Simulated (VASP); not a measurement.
Here is a VASP 6.6.1 calculation.

Contents of POSCAR:

```
GaB
1.0
    2.6627501442      0.0000000000      0.0000000000
    0.0000000000      2.6627501442      0.0000000000
    0.0000000000      0.0000000000      3.1701463609
Ga B
1 1
Direct
    0.5000000000      0.5000000000      0.5000000000
    0.0000000000      0.0000000000      0.0000000000
```

Contents of INCAR.step1:

```
ALGO = Normal
EDIFF = 1E-5
ENCUT = 520
GGA = PE
ISIF = 2
ISMEAR = -1
LASPH = True
LREAL = False
LWAVE = True
NBANDS = 15
NELM = 60
PREC = Accurate
SIGMA = 0.05
```

INCAR.step2

```
ALGO = Normal
EDIFF = 1E-6
ENCUT = 520
GGA = PE
HFSCREEN = 0.2079
ISIF = 2
ISMEAR = -1
ISTART = 1
LASPH = True
LCHARG = True
LELF = True
LHFCALC = True
LREAL = False
LVHAR = True
LWAVE = False
NBANDS = 15
NELM = 60
PREC = Accurate
PRECFOCK = Normal
SIGMA = 0.05
```

Contents of KPOINTS:

```
k-points
0
Gamma
  5 5 4
```

Potentials or basis: VASP PAW PBE potentials, release 64 (Ga_d, B).

Launch:

```sh
$ cat potpaw_PBE.64/Ga_d/POTCAR potpaw_PBE.64/B/POTCAR > POTCAR
$ cp INCAR.step1 INCAR
$ mpirun -np 1 vasp_std > vasp.out
$ cp INCAR.step2 INCAR
$ mpirun -np 1 vasp_std > vasp.out
```

Task: Estimate the band gap on the k mesh.

Result: Zero (band 8 reaches 12.92 eV, above the bottom of band 9 at 4.83 eV).

Task: Estimate the pressure.

Result: 3.6 GPa.

Stress tensor (GPa, compression positive):
```
5.04 0.00 0.00
0.00 5.04 0.00
0.00 0.00 0.77
```

Caveat: the k points lie up to 0.50 Å⁻¹ apart; the PAW data sets were made with another functional, which shifts forces and pressure a little.
